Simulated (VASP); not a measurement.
A run of VASP 6.6.1 is set up as follows.

Contents of INCAR:

```
PREC = Accurate ; ENCUT = 520
EDIFF = 1E-6 ; ISMEAR = -1
SIGMA = 0.08 ; LREAL = F
LASPH = T ; NELM = 60
ALGO = Normal ; ISIF = 2
LWAVE = F ; LCHARG = F
LDIPOL = T ; IDIPOL = 3
DIPOL = 0.5 0.5 0.500 ; GGA = PE
NBANDS = 42
```

The input KPOINTS:

```
regular mesh
0
Gamma
  12 12 1
```

The input POSCAR:

```
Ta
1.0
    3.3195547178      0.0000000000      0.0000000000
    0.0000000000      3.3195547178      0.0000000000
    0.0000000000      0.0000000000     24.2989000000
Ta
6
Direct
    0.2500000000      0.2500000000      0.3292332823
    0.7500000000      0.7500000000      0.3975399694
    0.2500000000      0.2500000000      0.4658466565
    0.7500000000      0.7500000000      0.5341533435
    0.2500000000      0.2500000000      0.6024600306
    0.7500000000      0.7500000000      0.6707667177
```

Potentials or basis: VASP PAW PBE potentials, release 64 (Ta_pv).

Command:

```console
$ cat potpaw_PBE.64/Ta_pv/POTCAR > POTCAR
$ mpirun -np 1 vasp_std > vasp.out
```

(1) Predict the largest force.

(2) Estimate the band gap on the k mesh.

Answers

(1) 1.414 eV/Å.

(2) zero (bands 33 and 34 overlap by 1.30 eV).

Caveat: spin-orbit coupling is left out, which moves the levels of the heavy elements.
